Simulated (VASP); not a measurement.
# Cu3O2 (P6/mmm) in VASP: single point with PBE

Aim: the single point of Cu3O2 with PBE.

Program: VASP 6.6.1. These are calculated values, not measurements. Logs are shortened: lines on timing, memory, paths and dates and some standing lists are left out, and cuts for length are marked.

## 1. The cell of the first run

It takes space group P6/mmm (No. 191, hexagonal). The conventional cell has a = 4.735 Å, b = 4.735 Å, c = 4.223 Å, α = 90.00°, β = 90.00°, γ = 120.00°. Within 3.1 Å of Cu (site symmetry mmm) lie 4 Cu at 2.37 Å and 4 O at 2.49 Å. O (site symmetry 6mm) has 1 O at 1.52 Å within 2.0 Å.

## 2. Single point, PBE, collinear spin, ferrimagnetic start

INCAR reads:

```
PREC = Accurate
ENCUT = 520
EDIFF = 1E-6
ISMEAR = 0
SIGMA = 0.1
LREAL = F
LASPH = T
NELM = 150
ALGO = Normal
ISIF = 2
LWAVE = F
LCHARG = T
ISPIN = 2
MAGMOM = 1 1 -1 0 0
LORBIT = 11
LMAXMIX = 4
GGA = PE
LELF = T
LVHAR = T
NBANDS = 34
```

KPOINTS reads:

```
regular mesh
0
Gamma
  6 6 4
```

POSCAR reads:

```
Cu3O2
1.0
    4.7349503514      0.0000028050      0.0000000000
   -2.3674727465      4.1005886925      0.0000000000
    0.0000000000      0.0000000000      4.2225263168
Cu O
3 2
Direct
    0.5000000000      0.0000000000      0.0000000000
    0.0000000000      0.5000000000      0.0000000000
    0.5000000000      0.5000000000      0.0000000000
    0.0000000000      0.0000000000      0.1798592695
    0.0000000000      0.0000000000      0.8201407305
```

Potentials or basis: VASP PAW PBE potentials, release 64 (Cu, O).

Launch:

```console
$ cat potpaw_PBE.64/Cu/POTCAR potpaw_PBE.64/O/POTCAR > POTCAR
$ mpirun -np 1 vasp_std > vasp.out
```

OUTCAR:

```text
PREC = Accurate
   ENCUT = 520
   EDIFF = 1E-6
   ISMEAR = 0
   LREAL = F
   LASPH = T
   NELM = 150
   ISIF = 2
   ISPIN = 2
   LORBIT = 11
   GGA = PE

 ion  position               nearest neighbor table
   1  0.500  0.000  0.000-   3 2.37   3 2.37   2 2.37   2 2.37
   2  0.000  0.500  0.000-   3 2.37   3 2.37   1 2.37   1 2.37
   3  0.500  0.500  0.000-   2 2.37   2 2.37   1 2.37   1 2.37
   4  0.000  0.000  0.180-   5 1.52
   5  0.000  0.000  0.820-   4 1.52

  LATTYP: Found a hexagonal cell.
 ALAT       =     4.7349503514
 C/A-ratio  =     0.8917783722

  Lattice vectors:

 A1 = (   4.7349503514,   0.0000028050,   0.0000000000)
 A2 = (  -2.3674727465,   4.1005886925,   0.0000000000)
 A3 = (   0.0000000000,   0.0000000000,   4.2225263168)

Analysis of symmetry for initial positions (statically):
=====================================================================
 Subroutine PRICEL returns:
 Original cell was already a primitive cell.

 Routine SETGRP: Setting up the symmetry group for a
 hexagonal supercell.

 Subroutine GETGRP returns: Found 24 space group operations
 (whereof 24 operations were pure point group operations)
 out of a pool of 24 trial point group operations.

The static configuration has the point symmetry D_6h.

Analysis of symmetry for dynamics (positions and initial velocities):
=====================================================================
 Subroutine PRICEL returns:
 Original cell was already a primitive cell.

 Routine SETGRP: Setting up the symmetry group for a
 hexagonal supercell.

 Subroutine GETGRP returns: Found 24 space group operations
 (whereof 24 operations were pure point group operations)
 out of a pool of 24 trial point group operations.

The dynamic configuration has the point symmetry D_6h.

Analysis of structural, dynamic, and magnetic symmetry:
=====================================================================
 Subroutine PRICEL returns:
 Original cell was already a primitive cell.

 Routine SETGRP: Setting up the symmetry group for a
 hexagonal supercell.

 Subroutine GETGRP returns: Found  8 space group operations
 (whereof  8 operations were pure point group operations)
 out of a pool of 24 trial point group operations.

The overall configuration has the point symmetry D_2h.

 Subroutine INISYM returns: Found  8 space group operations
 (whereof  8 operations are pure point group operations),
 and found     1 'primitive' translations

----------------------------------------------------------------------------------------

                                     Primitive cell

  volume of cell :      81.9850

  direct lattice vectors                    reciprocal lattice vectors
     4.734950351  0.000002805  0.000000000     0.211195384  0.121933545  0.000000000
    -2.367472746  4.100588692  0.000000000    -0.000000144  0.243867340  0.000000000
     0.000000000  0.000000000  4.222526317     0.000000000  0.000000000  0.236825049

  length of vectors
     4.734950351  4.734950351  4.222526317     0.243867340  0.243867340  0.236825049

  position of ions in fractional coordinates (direct lattice)
     0.500000000  0.000000000  0.000000000
     0.000000000  0.500000000  0.000000000
     0.500000000  0.500000000  0.000000000
     0.000000000  0.000000000  0.179859269
     0.000000000  0.000000000  0.820140731

  ion indices of the primitive-cell ions
   primitive index   ion index
                 1           1
                 2           2
                 3           3
                 4           4
                 5           5

----------------------------------------------------------------------------------------

 KPOINTS: regular mesh

Automatic generation of k-mesh.
 Grid dimensions read from file:
 generate k-points for:    6    6    4

 Generating k-lattice:

  Cartesian coordinates                     Fractional coordinates (reciprocal lattice)
     0.035199231  0.020322258  0.000000000     0.166666667 -0.000000000  0.000000000
    -0.000000024  0.040644557  0.000000000     0.000000000  0.166666667  0.000000000
     0.000000000  0.000000000  0.059206262     0.000000000  0.000000000  0.250000000

  Length of vectors
     0.040644557  0.040644557  0.059206262

  Shift w.r.t. Gamma in fractional coordinates (k-lattice)
     0.000000000  0.000000000  0.000000000

 Subroutine IBZKPT returns following result:
 ===========================================

 Found     39 irreducible k-points:

 Following reciprocal coordinates:
            Coordinates               Weight
  0.000000  0.000000  0.000000      1.000000
  0.166667 -0.000000  0.000000      4.000000
 -0.166667  0.166667  0.000000      2.000000
  0.333333 -0.000000  0.000000      4.000000
 -0.333333  0.333333  0.000000      2.000000
  0.500000 -0.000000  0.000000      2.000000
[... 16 lines left out ...]
  0.333333  0.166667  0.250000      8.000000
 -0.166667  0.500000  0.250000      8.000000
 [... further k-points ...]
   k-points           NKPTS =     39   k-points in BZ     NKDIM =     39   number of bands    NBANDS=     34
   number of dos      NEDOS =    301   number of ions     NIONS =      5
   total plane-waves  NPLWV =  41472
   dimension x,y,z NGX =    36 NGY =   36 NGZ =   32
   dimension x,y,z NGXF=    72 NGYF=   72 NGZF=   64
   ions per type =               3   2
   NGX,Y,Z   is equivalent  to a cutoff of  12.64, 12.64, 12.60 a.u.
   NGXF,Y,Z  is equivalent  to a cutoff of  25.28, 25.28, 25.20 a.u.
 SYSTEM =  unknown system
   PREC   = accura    normal or accurate (medium, high low for compatibility)
   ISTART =      0    job   : 0-new  1-cont  2-samecut
   ICHARG =      2    charge: 1-file 2-atom 10-const
   ISPIN  =      2    spin polarized calculation?
   LNONCOLLINEAR =      F non collinear calculations
   LSORBIT =      F    spin-orbit coupling
   LASPH  =      T    aspherical Exc in radial PAW
   ENCUT  =  520.0 eV  38.22 Ry    6.18 a.u.   8.80  8.80  7.85*2*pi/ulx,y,z
   NELM   =    150;   NELMIN=  2; NELMDL= -5     # of ELM steps
   EDIFF  = 0.1E-05   stopping-criterion for ELM
   LREAL  =      F    real-space projection
   EDIFFG = 0.1E-04   stopping-criterion for IOM
   NSW    =      0    number of steps for IOM
   IBRION =     -1    ionic relax: 0-MD 1-quasi-New 2-CG
   NFREE  =      0    steps in history (QN), initial steepest desc. (CG)
   ISIF   =      2    stress and relaxation
   ISYM   =      2    0-nonsym 1-usesym 2-fastsym
   POTIM  = 0.5000    time-step for ionic-motion
   TEBEG  =    0.0;   TEEND  =   0.0 temperature during run
   PSTRESS=    0.0 pullay stress
   NELECT =      45.0000    total number of electrons
   NUPDOWN=      -1.0000    fix difference up-down
   EMIN   =  10.00;   EMAX   =-10.00  energy-range for DOS
   EFERMI =   0.00;   METHOD = LEGACY
   ISMEAR =     0;   SIGMA  =   0.10  broadening in eV -4-tet -1-fermi 0-gaus
   EFERMI_NEDOS =   21; number of points for ismear=-14 and -15
   IALGO  =     38    algorithm
   IMIX   =      4    mixing-type and parameters
     AMIX     =   0.40;   BMIX     =  1.00
     AMIX_MAG =   1.60;   BMIX_MAG =  1.00
  volume/ion in A,a.u.               =      16.40       110.65
  Fermi-wavevector in a.u.,A,eV,Ry     =   1.340400  2.532988 24.445194  1.796671
  Thomas-Fermi vector in A             =   2.468715
   LORBIT       =     11    0 simple, 1 ext, 2 COOP (PROOUT), +10 PAW based schemes
   GGA     = PE    functional components
   LHFCALC =     F    Hartree Fock is set to
   AEXX    =    0.0000 exact exchange contribution
   IVDW    =     0    specifies the selected vdW correction
   LEPSILON=     F    determine dielectric tensor
   LRPA    =     F    only Hartree local field effects (RPA)
 spin polarized calculation
 Gauss-broadening in eV      SIGMA  =   0.10
  energy-cutoff  :      520.00
  volume of cell :       81.98
 maximum number of plane-waves:      2224
   NGX = 17   NGY = 17   NGZ = 15

 number of electron      44.9999997 magnetization       0.6454218

 Free energy of the ion-electron system (eV)
  ---------------------------------------------------
  ext. energy  EPLUGINS =         0.00000000
  ---------------------------------------------------
  free energy    TOTEN  =       -16.87760528 eV

  energy without entropy =      -16.85487534  energy(sigma->0) =      -16.86624031

 E-fermi :   1.7415     XC(G=0):  -9.3467

 val. band max:        1.7400762110   @ k =   0.3333   0.1667   0.0000
 cond. band min:       1.7497563580   @ k =   0.5000   0.5000   0.2500
 fundamental gap:      0.0096801470
 Fermi energy:         1.7414970198

 spin component 1

 k-point     1 :       0.0000    0.0000    0.0000
  band No.  band energies     occupation
      1     -19.7608      1.00000
      2     -13.2852      1.00000
      3      -4.5329      1.00000
      4      -3.6345      1.00000
      5      -3.6342      1.00000
      6      -3.2915      1.00000
[... 26 lines left out ...]
     33      13.4118      0.00000
     34      15.6783      0.00000

 k-point     2 :       0.1667   -0.0000    0.0000
  band No.  band energies     occupation
      1     -19.7521      1.00000
      2     -13.2867      1.00000
      3      -4.5205      1.00000
      4      -4.1074      1.00000
      5      -3.7493      1.00000
      6      -2.8652      1.00000
[... 26 lines left out ...]
     33      13.5270      0.00000
     34      14.5910      0.00000
[... 775 lines left out ...]
     33      14.8947      0.00000
     34      15.2799      0.00000

 k-point    24 :      -0.1667    0.5000    0.2500
  band No.  band energies     occupation
      1     -19.6858      1.00000
      2     -13.4901      1.00000
      3      -4.6071      1.00000
      4      -4.0945      1.00000
      5      -3.8588      1.00000
      6      -1.8754      1.00000
[... 26 lines left out ...]
     33      14.8947      0.00000
     34      15.2799      0.00000

 [... further k-points ...]

 spin component 2

 k-point     1 :       0.0000    0.0000    0.0000
  band No.  band energies     occupation
      1     -19.4786      1.00000
      2     -12.9155      1.00000
      3      -4.4023      1.00000
      4      -3.3179      1.00000
      5      -3.3174      1.00000
      6      -3.2510      1.00000
[... 26 lines left out ...]
     33      13.4185      0.00000
     34      15.6902      0.00000

 k-point     2 :       0.1667   -0.0000    0.0000
  band No.  band energies     occupation
      1     -19.4695      1.00000
      2     -12.9170      1.00000
      3      -4.3861      1.00000
      4      -3.8848      1.00000
      5      -3.4475      1.00000
      6      -2.7638      1.00000
[... 26 lines left out ...]
     33      13.5421      0.00000
     34      14.5945      0.00000
[... 775 lines left out ...]
     33      14.9101      0.00000
     34      15.3118      0.00000

 k-point    24 :      -0.1667    0.5000    0.2500
  band No.  band energies     occupation
      1     -19.4016      1.00000
      2     -13.1290      1.00000
      3      -4.3927      1.00000
      4      -3.8327      1.00000
      5      -3.7017      1.00000
      6      -1.8039      1.00000
[... 26 lines left out ...]
     33      14.9101      0.00000
     34      15.3118      0.00000

 [... further k-points ...]

------------------------ aborting loop because EDIFF is reached ----------------------------------------

  FORCE on cell =-STRESS in cart. coord.  units (eV):
  Direction    XX          YY          ZZ          XY          YZ          ZX
  --------------------------------------------------------------------------------------
  -------------------------------------------------------------------------------------
  Total        0.3298948      0.3285026     -0.0798823     -0.0012057      0.0000000      0.0000000
  in kB        6.4469146      6.4197077     -1.5610859     -0.0235619      0.0000000      0.0000000
  external PRESSURE =       3.7685121 kB  Pullay stress =       0.0000000 kB

 VOLUME and BASIS-vectors are now :
 -----------------------------------------------------------------------------
  energy-cutoff  :      520.00
  volume of cell :       81.98
      direct lattice vectors                 reciprocal lattice vectors
     4.734950351  0.000002805  0.000000000     0.211195384  0.121933545  0.000000000
    -2.367472746  4.100588692  0.000000000    -0.000000144  0.243867340  0.000000000
     0.000000000  0.000000000  4.222526317     0.000000000  0.000000000  0.236825049

 POSITION                                       TOTAL-FORCE (eV/Angst)
 -----------------------------------------------------------------------------------
      2.36748      0.00000      0.00000         0.000000      0.000000     -0.000000
     -1.18374      2.05029      0.00000         0.000000      0.000000     -0.000000
      1.18374      2.05030      0.00000         0.000000      0.000000     -0.000000
      0.00000      0.00000      0.75946        -0.000000     -0.000000      0.010820
      0.00000      0.00000      3.46307         0.000000      0.000000     -0.010820
 -----------------------------------------------------------------------------------
    total drift:                                0.000000      0.000000     -0.000000

  FREE ENERGIE OF THE ION-ELECTRON SYSTEM (eV)
  ---------------------------------------------------
  free  energy   TOTEN  =       -16.8776052840 eV

  energy  without entropy=      -16.8548753362  energy(sigma->0) =      -16.86624031

 total charge

# of ion       s       p       d       tot
------------------------------------------
    1        0.417   0.213   9.251   9.881
    2        0.417   0.213   9.251   9.881
    3        0.417   0.213   9.251   9.881
    4        1.617   3.161   0.000   4.778
    5        1.617   3.161   0.000   4.778
--------------------------------------------------
tot          4.487   6.959  27.753  39.199

 magnetization (x)

# of ion       s       p       d       tot
------------------------------------------
    1        0.003  -0.002   0.080   0.081
    2        0.003  -0.002   0.080   0.081
    3        0.003  -0.002   0.080   0.080
    4        0.003   0.179   0.000   0.182
    5        0.003   0.179   0.000   0.182
--------------------------------------------------
tot          0.015   0.351   0.240   0.605
```

Run time: 2 min. Hardware: 1 thread of Intel Xeon 6975P-C (Granite Rapids), shared host; peak memory 0.32 GiB.

Results:

* Free energy: -16.8776 eV
* Pressure: 0.4 GPa
* Largest force: 0.011 eV/Å
* Net moment: 0.65 μB per cell
* Site moments: Cu +0.08; O +0.18 μB
* Valence electrons inside the program's atomic spheres: Cu 9.88; O 4.78

Forces on the atoms (eV/Å):
```
Cu   0.000  0.000  0.000
Cu   0.000  0.000  0.000
Cu   0.000  0.000  0.000
O    0.000  0.000  0.011
O    0.000  0.000 -0.011
```

Levels at points of the mesh, in eV from the Fermi level:
Spin up:
| k point | band 21 | band 22 | band 23 | band 24 | band 25 | band 26 |
| --- | --- | --- | --- | --- | --- | --- |
| (0.00, 0.00, 0.00) | -0.35 | -0.11 | -0.11 | 2.02 | 4.33 | 4.72 |
| (0.50, 0.00, 0.00) | -0.89 | -0.78 | -0.27 | 0.73 | 4.38 | 5.06 |
| (0.50, 0.50, 0.00) | -0.89 | -0.78 | -0.27 | 0.73 | 4.38 | 5.06 |
| (0.00, 0.00, 0.50) | -0.35 | -0.25 | -0.25 | 0.91 | 2.43 | 3.16 |
| (0.50, 0.00, 0.50) | -0.76 | -0.42 | -0.25 | 1.14 | 2.53 | 3.78 |
| (0.50, 0.50, 0.50) | -0.76 | -0.42 | -0.25 | 1.14 | 2.53 | 3.78 |
Spin down:
```tsv
k point	band 20	band 21	band 22	band 23	band 24	band 25
(0.00, 0.00, 0.00)	-0.94	-0.29	0.28	0.28	2.01	4.51
(0.50, 0.00, 0.00)	-0.86	-0.77	-0.67	0.10	0.92	4.59
(0.50, 0.50, 0.00)	-0.86	-0.77	-0.67	0.10	0.92	4.59
(0.00, 0.00, 0.50)	-0.95	-0.29	0.11	0.11	0.94	2.43
(0.50, 0.00, 0.50)	-0.92	-0.65	-0.22	-0.08	1.32	2.70
(0.50, 0.50, 0.50)	-0.92	-0.65	-0.22	-0.08	1.32	2.70
```

Caveat: the k points lie up to 0.37 Å⁻¹ apart. With open d or f shells a metallic result of PBE can be an artefact of self-interaction; +U or a hybrid may open a gap.
